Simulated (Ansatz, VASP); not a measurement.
Hg in VASP and in Ansatz

```
CELL_PARAMETERS angstrom
4.54000 0.00000 0.00000
-2.27000 3.93176 0.00000
0.00000 0.00000 3.83130
ATOMIC_POSITIONS crystal
Hg 0.33333 0.66667 0.50000
Hg 0.00000 0.00000 0.00000
Hg 0.66667 0.33333 0.50000
```

Change from the starting cell: zz strain of -1 %, PAW files.

Alike in both runs: task electric field gradients; functional PBEsol; k mesh 8 × 8 × 9; occupations fermi-dirac, width 0.05 eV; no spin polarisation.

|  | VASP | Ansatz |
| --- | --- | --- |
| version | VASP 6.6.1 | Ansatz 0.2.0 |
| potentials or method | VASP PAW PBE potentials, release 64 (Hg) | PAW with Ansatz's default frozen-core files, scalar-relativistic |
| plane-wave cutoff (eV) | 520 | 420 |
| valence electrons in the cell | 36 | 60 |

Ansatz gave:

| Item | Value |
| --- | --- |
| pressure (GPa) | 8.2 |
| traceless stress, the component that is largest in VASP (GPa) | -8.27 |
| size of Vzz on the site where it differs most (V/Å²) | 258.0 |

Task: What did VASP give for the same quantities?

Result: Pressure (GPa): 9.0; traceless stress, the component that is largest in VASP (GPa): -8.87; size of Vzz on the site where it differs most (V/Å²): 337.7.

VASP's potentials were made for PBE, not for PBEsol. VASP's potentials hold 36 valence electrons a cell and Ansatz's 60, so a difference there can come from the potentials and not from the codes.

Neither program's run includes spin-orbit coupling.
